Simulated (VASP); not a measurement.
A run of VASP 6.6.1 is set up as follows.

The input INCAR:

```
ALGO = Normal ; EDIFF = 1E-8
ENCUT = 520 ; GGA = CA
ISIF = 2 ; ISMEAR = -1
LASPH = T ; LCHARG = F
LEFG = T ; LREAL = F
LWAVE = F ; NBANDS = 11
NELM = 80 ; PREC = Accurate
SIGMA = 0.08
```

Contents of KPOINTS:

```
k-points
0
Gamma
  11 11 11
```

File POSCAR:

```
Si
1.0
    0.0000000000      2.7244915613      2.7244915613
    2.7244915613      0.0000000000      2.7244915613
    2.7244915613      2.7244915613      0.0000000000
Si
2
Direct
    0.5000000000      0.5000000000      0.5000000000
    0.7500000000      0.7500000000      0.7500000000
```

Potentials or basis: VASP PAW LDA potentials, release 64 (Si).

Launch:

```console
$ cat potpaw_LDA.64/Si/POTCAR > POTCAR
$ mpirun -np 1 vasp_std > vasp.out
```

Task: What does it give for the pressure?

Result: -2.3 GPa.

Task: Predict the band gap on the k mesh.

Result: 0.51 eV, indirect (least direct gap 2.52 eV).

Caveat: without QUAD_EFG the Cq values of the log hold for a quadrupole moment of 1 mb, not for the nuclei. A k mesh can miss the band edges.
